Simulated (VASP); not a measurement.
# ZnCo3C (Pm-3m) in VASP: notebook

The runs below take ZnCo3C through single point, with LDA.

Everything below comes from runs of VASP 6.6.1. Logs are shortened: lines on timing, memory, paths and dates and some standing lists are left out, and cuts for length are marked.

### 1 The cell of the first run

It takes space group Pm-3m (No. 221, cubic). The conventional cell has a = 3.788 Å, b = 3.788 Å, c = 3.788 Å, α = 90.00°, β = 90.00°, γ = 90.00°. Within 3.5 Å of Zn (site symmetry m-3m) lie 12 Co at 2.68 Å and 8 C at 3.28 Å. Within 2.5 Å of Co (site symmetry 4/mmm) lie 2 C at 1.89 Å. Within 2.5 Å of C (site symmetry m-3m) lie 6 Co at 1.89 Å.

### 2 Single point, LDA, collinear spin, ferromagnetic start

The input, INCAR:

```
SYSTEM = ZnCo3C
PREC = Accurate
ENCUT = 520
EDIFF = 1E-6
ISMEAR = -1
SIGMA = 0.2
LREAL = .False.
LASPH = .True.
NELM = 150
ALGO = Normal
ISIF = 2
LWAVE = .False.
LCHARG = .False.
ISPIN = 2
MAGMOM = 0 3.2 3.2 3.2 0
LORBIT = 11
LMAXMIX = 4
GGA = CA
NBANDS = 34
```

The input, KPOINTS:

```
regular mesh
0
Gamma
  6 6 6
  0 0 0
```

The input, POSCAR:

```
ZnCo3C
1.0
    3.7880624676      0.0000000000      0.0000000000
    0.0000000000      3.7880624676      0.0000000000
    0.0000000000      0.0000000000      3.7880624676
Zn Co C
1 3 1
Direct
    0.0000000000      0.0000000000      0.0000000000
    0.0000000000      0.5000000000      0.5000000000
    0.5000000000      0.5000000000      0.0000000000
    0.5000000000      0.0000000000      0.5000000000
    0.5000000000      0.5000000000      0.5000000000
```

Potentials or basis: VASP PAW LDA potentials, release 64 (Zn, Co, C).

Launch:

```console
$ cat potpaw_LDA.64/Zn/POTCAR potpaw_LDA.64/Co/POTCAR potpaw_LDA.64/C/POTCAR > POTCAR
$ mpirun -np 1 vasp_std > vasp.out
```

OUTCAR:

```text
SYSTEM = ZnCo3C
   PREC = Accurate
   ENCUT = 520
   EDIFF = 1E-6
   ISMEAR = -1
   LREAL = .False.
   LASPH = .True.
   NELM = 150
   ISIF = 2
   ISPIN = 2
   LORBIT = 11
   GGA = CA

 ion  position               nearest neighbor table
   1  0.000  0.000  0.000-   2 2.68   3 2.68   4 2.68   2 2.68   4 2.68   2 2.68   3 2.68   2 2.68
                             3 2.68   4 2.68   4 2.68   3 2.68
   2  0.000  0.500  0.500-   5 1.89   5 1.89   4 2.68   1 2.68   1 2.68   3 2.68   1 2.68   4 2.68
                             1 2.68   3 2.68   4 2.68   3 2.68   3 2.68   4 2.68
   3  0.500  0.500  0.000-   5 1.89   5 1.89   4 2.68   1 2.68   2 2.68   4 2.68   2 2.68   1 2.68
                             4 2.68   4 2.68   1 2.68   2 2.68   2 2.68   1 2.68
   4  0.500  0.000  0.500-   5 1.89   5 1.89   3 2.68   1 2.68   1 2.68   3 2.68   2 2.68   3 2.68
                             2 2.68   3 2.68   1 2.68   2 2.68   1 2.68   2 2.68
   5  0.500  0.500  0.500-   2 1.89   3 1.89   4 1.89   3 1.89   4 1.89   2 1.89

  LATTYP: Found a simple cubic cell.
 ALAT       =     3.7880624676

  Lattice vectors:

 A1 = (   3.7880624676,   0.0000000000,   0.0000000000)
 A2 = (   0.0000000000,   3.7880624676,   0.0000000000)
 A3 = (   0.0000000000,   0.0000000000,   3.7880624676)

Analysis of symmetry for initial positions (statically):
=====================================================================
 Subroutine PRICEL returns:
 Original cell was already a primitive cell.

 Routine SETGRP: Setting up the symmetry group for a
 simple cubic supercell.

 Subroutine GETGRP returns: Found 48 space group operations
 (whereof 48 operations were pure point group operations)
 out of a pool of 48 trial point group operations.

The static configuration has the point symmetry O_h .

Analysis of symmetry for dynamics (positions and initial velocities):
=====================================================================
 Subroutine PRICEL returns:
 Original cell was already a primitive cell.

 Routine SETGRP: Setting up the symmetry group for a
 simple cubic supercell.

 Subroutine GETGRP returns: Found 48 space group operations
 (whereof 48 operations were pure point group operations)
 out of a pool of 48 trial point group operations.

The dynamic configuration has the point symmetry O_h .

Analysis of structural, dynamic, and magnetic symmetry:
=====================================================================
 Subroutine PRICEL returns:
 Original cell was already a primitive cell.

 Routine SETGRP: Setting up the symmetry group for a
 simple cubic supercell.

 Subroutine GETGRP returns: Found 48 space group operations
 (whereof 48 operations were pure point group operations)
 out of a pool of 48 trial point group operations.

The overall configuration has the point symmetry O_h .

 Subroutine INISYM returns: Found 48 space group operations
 (whereof 48 operations are pure point group operations),
 and found     1 'primitive' translations

----------------------------------------------------------------------------------------

                                     Primitive cell

  volume of cell :      54.3565

  direct lattice vectors                    reciprocal lattice vectors
     3.788062468  0.000000000  0.000000000     0.263987199  0.000000000  0.000000000
     0.000000000  3.788062468  0.000000000     0.000000000  0.263987199  0.000000000
     0.000000000  0.000000000  3.788062468     0.000000000  0.000000000  0.263987199

  length of vectors
     3.788062468  3.788062468  3.788062468     0.263987199  0.263987199  0.263987199

  position of ions in fractional coordinates (direct lattice)
     0.000000000  0.000000000  0.000000000
     0.000000000  0.500000000  0.500000000
     0.500000000  0.500000000  0.000000000
     0.500000000  0.000000000  0.500000000
     0.500000000  0.500000000  0.500000000

  ion indices of the primitive-cell ions
   primitive index   ion index
                 1           1
                 2           2
                 3           3
                 4           4
                 5           5

[... 29 lines left out ...]
  0.166667  0.000000  0.000000      6.000000
  0.333333  0.000000  0.000000      6.000000
  0.500000  0.000000  0.000000      3.000000
  0.166667  0.166667  0.000000     12.000000
  0.333333  0.166667  0.000000     24.000000
[... 12 lines left out ...]
  0.500000  0.500000  0.333333      6.000000
  0.500000  0.500000  0.500000      1.000000
   k-points           NKPTS =     20   k-points in BZ     NKDIM =     20   number of bands    NBANDS=     34
   number of dos      NEDOS =    301   number of ions     NIONS =      5
   total plane-waves  NPLWV =  21952
   dimension x,y,z NGX =    28 NGY =   28 NGZ =   28
   dimension x,y,z NGXF=    56 NGYF=   56 NGZF=   56
   ions per type =               1   3   1
   NGX,Y,Z   is equivalent  to a cutoff of  12.29, 12.29, 12.29 a.u.
   NGXF,Y,Z  is equivalent  to a cutoff of  24.58, 24.58, 24.58 a.u.
 SYSTEM =  ZnCo3C
   PREC   = accura    normal or accurate (medium, high low for compatibility)
   ISTART =      0    job   : 0-new  1-cont  2-samecut
   ICHARG =      2    charge: 1-file 2-atom 10-const
   ISPIN  =      2    spin polarized calculation?
   LNONCOLLINEAR =      F non collinear calculations
   LSORBIT =      F    spin-orbit coupling
   LASPH  =      T    aspherical Exc in radial PAW
   ENCUT  =  520.0 eV  38.22 Ry    6.18 a.u.   7.04  7.04  7.04*2*pi/ulx,y,z
   NELM   =    150;   NELMIN=  2; NELMDL= -5     # of ELM steps
   EDIFF  = 0.1E-05   stopping-criterion for ELM
   LREAL  =      F    real-space projection
   EDIFFG = 0.1E-04   stopping-criterion for IOM
   NSW    =      0    number of steps for IOM
   IBRION =     -1    ionic relax: 0-MD 1-quasi-New 2-CG
   NFREE  =      0    steps in history (QN), initial steepest desc. (CG)
   ISIF   =      2    stress and relaxation
   ISYM   =      2    0-nonsym 1-usesym 2-fastsym
   POTIM  = 0.5000    time-step for ionic-motion
   TEBEG  =    0.0;   TEEND  =   0.0 temperature during run
   PSTRESS=    0.0 pullay stress
   NELECT =      43.0000    total number of electrons
   NUPDOWN=      -1.0000    fix difference up-down
   EMIN   =  10.00;   EMAX   =-10.00  energy-range for DOS
   EFERMI =   0.00;   METHOD = LEGACY
   ISMEAR =    -1;   SIGMA  =   0.20  broadening in eV -4-tet -1-fermi 0-gaus
   EFERMI_NEDOS =   21; number of points for ismear=-14 and -15
   IALGO  =     38    algorithm
   IMIX   =      4    mixing-type and parameters
     AMIX     =   0.40;   BMIX     =  1.00
     AMIX_MAG =   1.60;   BMIX_MAG =  1.00
  volume/ion in A,a.u.               =      10.87        73.36
  Fermi-wavevector in a.u.,A,eV,Ry     =   1.514074  2.861186 31.190281  2.292421
  Thomas-Fermi vector in A             =   2.623780
   LORBIT       =     11    0 simple, 1 ext, 2 COOP (PROOUT), +10 PAW based schemes
   GGA     = CA    functional components
   LHFCALC =     F    Hartree Fock is set to
   AEXX    =    0.0000 exact exchange contribution
   IVDW    =     0    specifies the selected vdW correction
   LEPSILON=     F    determine dielectric tensor
   LRPA    =     F    only Hartree local field effects (RPA)
 spin polarized calculation
  energy-cutoff  :      520.00
  volume of cell :       54.36
 maximum number of plane-waves:      1492
   NGX = 15   NGY = 15   NGZ = 15

 number of electron      43.0000007 magnetization      -0.0009906

 number of electron      43.0000007 magnetization       0.0005627

 Free energy of the ion-electron system (eV)
  ---------------------------------------------------
  ext. energy  EPLUGINS =         0.00000000
  ---------------------------------------------------
  free energy    TOTEN  =       -36.86927802 eV

  energy without entropy =      -36.15791170  energy(sigma->0) =      -36.51359486

 E-fermi :   7.3927     XC(G=0): -13.0738

 val. band max:        7.3799298220   @ k =   0.5000   0.5000   0.5000
 cond. band min:       7.4039402035   @ k =   0.3333   0.3333   0.3333
 fundamental gap:      0.0240103815
 Fermi energy:         7.3927296886

 spin component 1

 k-point     1 :       0.0000    0.0000    0.0000
  band No.  band energies     occupation
      1      -5.9582      1.00000
      2       0.4628      1.00000
      3       0.4731      1.00000
      4       0.4731      1.00000
      5       0.6377      1.00000
      6       0.6377      1.00000
[... 709 lines left out ...]
     32      20.7743      0.00000
     33      24.6145      0.00000
 Fermi energy:         7.3927296886

 spin component 2

 k-point     1 :       0.0000    0.0000    0.0000
  band No.  band energies     occupation
      1      -5.9583      1.00000
      2       0.4628      1.00000
      3       0.4732      1.00000
      4       0.4732      1.00000
      5       0.6377      1.00000
      6       0.6377      1.00000
[... 709 lines left out ...]
     32      20.7742      0.00000
     33      24.6145      0.00000
 [bands above 33 left out]

------------------------ aborting loop because EDIFF is reached ----------------------------------------

  FORCE on cell =-STRESS in cart. coord.  units (eV):
  Direction    XX          YY          ZZ          XY          YZ          ZX
  --------------------------------------------------------------------------------------
  -------------------------------------------------------------------------------------
  Total       -7.3404491     -7.3404491     -7.3404491      0.0000000      0.0000000      0.0000000
  in kB     -216.3624133   -216.3624133   -216.3624133      0.0000000      0.0000000      0.0000000
  external PRESSURE =    -216.3624133 kB  Pullay stress =       0.0000000 kB

 VOLUME and BASIS-vectors are now :
 -----------------------------------------------------------------------------
  energy-cutoff  :      520.00
  volume of cell :       54.36
      direct lattice vectors                 reciprocal lattice vectors
     3.788062468  0.000000000  0.000000000     0.263987199  0.000000000  0.000000000
     0.000000000  3.788062468  0.000000000     0.000000000  0.263987199  0.000000000
     0.000000000  0.000000000  3.788062468     0.000000000  0.000000000  0.263987199

 POSITION                                       TOTAL-FORCE (eV/Angst)
 -----------------------------------------------------------------------------------
      0.00000      0.00000      0.00000         0.000000      0.000000      0.000000
      0.00000      1.89403      1.89403         0.000000      0.000000      0.000000
      1.89403      1.89403      0.00000         0.000000      0.000000      0.000000
      1.89403      0.00000      1.89403         0.000000      0.000000      0.000000
      1.89403      1.89403      1.89403         0.000000      0.000000      0.000000
 -----------------------------------------------------------------------------------
    total drift:                                0.000000      0.000000      0.000000

  FREE ENERGIE OF THE ION-ELECTRON SYSTEM (eV)
  ---------------------------------------------------
  free  energy   TOTEN  =       -36.8692780175 eV

  energy  without entropy=      -36.1579117048  energy(sigma->0) =      -36.51359486

 total charge

# of ion       s       p       d       tot
------------------------------------------
    1        0.572   0.460   9.756  10.788
    2        0.414   0.554   7.431   8.398
    3        0.414   0.554   7.431   8.398
    4        0.414   0.554   7.431   8.398
    5        0.884   1.541   0.000   2.425
--------------------------------------------------
tot          2.698   3.661  32.048  38.408

 magnetization (x)

# of ion       s       p       d       tot
------------------------------------------
    1       -0.000  -0.000   0.000  -0.000
    2        0.000   0.000   0.000   0.000
    3        0.000   0.000   0.000   0.000
    4        0.000   0.000   0.000   0.000
    5       -0.000  -0.000   0.000  -0.000
--------------------------------------------------
tot         -0.000  -0.000   0.001   0.001
```

Run time: 73 s. Hardware: 1 thread of Oxide Virtual Turin-like, shared host; peak memory 0.15 GiB.

Results:

* Free energy: -36.8693 eV
* Pressure: -21.6 GPa
* Net moment: 0.00 μB per cell
* Valence electrons inside the program's atomic spheres: Zn 10.79; Co 8.40; C 2.42

Caveat: the cell stands under tension; the moments typed at the start vanished in this run.

### 3 Single point, LDA, collinear spin, ferromagnetic start

This run uses another cell than the first one, of 11.13 Å³/atom.

The input, INCAR:

```
  PREC = Accurate
  ENCUT = 520
  EDIFF = 1E-6
  ISMEAR = -1
  SIGMA = 0.2
  LREAL = F
  LASPH = T
  NELM = 150
  ALGO = Normal
  ISIF = 2
  LWAVE = F
  LCHARG = F
  ISPIN = 2
  MAGMOM = 0 3.2 3.2 3.2 0
  LORBIT = 11
  LMAXMIX = 4
  GGA = CA
  NBANDS = 34
```

The input, KPOINTS:

```
regular mesh
0
Gamma
  6 6 6
```

Changes to POSCAR since step 2:

```diff
@@ -2,5 +2,5 @@
 1.0
-    3.7880624676      0.0000000000      0.0000000000
-    0.0000000000      3.7880624676      0.0000000000
-    0.0000000000      0.0000000000      3.7880624676
+    3.8178909593      0.0000000000      0.0000000000
+    0.0000000000      3.8178909593      0.0000000000
+    0.0000000000      0.0000000000      3.8178909593
 Zn Co C
```

Potentials or basis: VASP PAW LDA potentials, release 64 (Zn, Co, C).

Launch:

```console
$ cat potpaw_LDA.64/Zn/POTCAR potpaw_LDA.64/Co/POTCAR potpaw_LDA.64/C/POTCAR > POTCAR
$ mpirun -np 1 vasp_std > vasp.out
```

Wall time 69 s (1 thread of Oxide Virtual Turin-like, shared host); peak memory 0.15 GiB.

Results (log left out):

```yaml
Free_energy: -36.6804 eV
Pressure: -25.1 GPa
Net_moment: 0.00 μB per cell
Valence_electrons_inside_the_program's_atomic_spheres: Zn 10.77; Co 8.35; C 2.40
```

Levels at points of the mesh, in eV from the Fermi level:
Spin up:
| k point | band 20 | band 21 | band 22 | band 23 | band 24 | band 25 |
| --- | --- | --- | --- | --- | --- | --- |
| (0.00, 0.00, 0.00) | -0.62 | -0.05 | -0.05 | -0.05 | 0.19 | 3.30 |
| (0.50, 0.00, 0.00) | -0.78 | -0.41 | -0.05 | 0.76 | 0.76 | 3.45 |
| (0.50, 0.50, 0.00) | -0.80 | -0.38 | 0.20 | 0.56 | 0.56 | 1.85 |
| (0.50, 0.50, 0.50) | -0.36 | -0.36 | -0.02 | -0.02 | -0.02 | 2.20 |
Spin down:
```tsv
k point	band 19	band 20	band 21	band 22	band 23	band 24	band 25	band 26
(0.00, 0.00, 0.00)	-0.62	-0.62	-0.05	-0.05	-0.05	0.19	3.30	4.66
(0.50, 0.00, 0.00)	-0.82	-0.78	-0.41	-0.05	0.76	0.76	3.45	3.89
(0.50, 0.50, 0.00)	-0.85	-0.80	-0.38	0.20	0.56	0.56	1.85	5.79
(0.50, 0.50, 0.50)	-1.03	-0.36	-0.36	-0.02	-0.02	-0.02	2.20	2.20
```

Caveat: the cell stands under tension; the moments typed at the start vanished in this run.

### 4 Single point, LDA, collinear spin, ferromagnetic start

This run uses another cell than the first one, of 11.39 Å³/atom.

The input, INCAR:

```
ALGO = Normal
EDIFF = 1E-6
ENCUT = 520
GGA = CA
ISIF = 2
ISMEAR = -1
ISPIN = 2
LASPH = T
LCHARG = T
LELF = T
LMAXMIX = 4
LORBIT = 11
LREAL = F
LVHAR = T
LWAVE = F
MAGMOM = 0 3.2 3.2 3.2 0
NBANDS = 34
NELM = 150
PREC = Accurate
SIGMA = 0.2
```

The input, KPOINTS:

```
k-points
0
Gamma
  6 6 6
```

Changes to POSCAR since step 3:

```diff
@@ -2,5 +2,5 @@
 1.0
-    3.8178909593      0.0000000000      0.0000000000
-    0.0000000000      3.8178909593      0.0000000000
-    0.0000000000      0.0000000000      3.8178909593
+    3.8472605054      0.0000000000      0.0000000000
+    0.0000000000      3.8472605054      0.0000000000
+    0.0000000000      0.0000000000      3.8472605054
 Zn Co C
```

Launch:

```console
$ cat potpaw_LDA.64/Zn/POTCAR potpaw_LDA.64/Co/POTCAR potpaw_LDA.64/C/POTCAR > POTCAR
$ mpirun -np 1 vasp_std > vasp.out
```

Wall time 74 s (1 thread of Oxide Virtual Turin-like, shared host); peak memory 0.16 GiB.

Results (log left out):

```
Free energy                                           : -36.4660 eV
Pressure                                              : -28.0 GPa
Net moment                                            : 0.01 μB per cell
Valence electrons inside the program's atomic spheres : Zn 10.74; Co 8.31; C 2.38
```

Levels at points of the mesh, in eV from the Fermi level:
Spin up:
```csv
k point,band 20,band 21,band 22,band 23,band 24,band 25
"(0.00, 0.00, 0.00)",-0.61,-0.06,-0.06,-0.06,0.18,3.16
"(0.50, 0.00, 0.00)",-0.76,-0.40,-0.06,0.73,0.73,3.33
"(0.50, 0.50, 0.00)",-0.78,-0.37,0.19,0.53,0.53,1.80
"(0.50, 0.50, 0.50)",-0.35,-0.35,-0.03,-0.03,-0.03,2.12
```
Spin down:
```tsv
k point	band 20	band 21	band 22	band 23	band 24	band 25
(0.00, 0.00, 0.00)	-0.61	-0.06	-0.06	-0.06	0.18	3.16
(0.50, 0.00, 0.00)	-0.76	-0.39	-0.06	0.73	0.73	3.33
(0.50, 0.50, 0.00)	-0.77	-0.37	0.19	0.54	0.54	1.80
(0.50, 0.50, 0.50)	-0.35	-0.35	-0.02	-0.02	-0.02	2.12
```

Caveat: the cell stands under tension; the moments typed at the start vanished in this run.
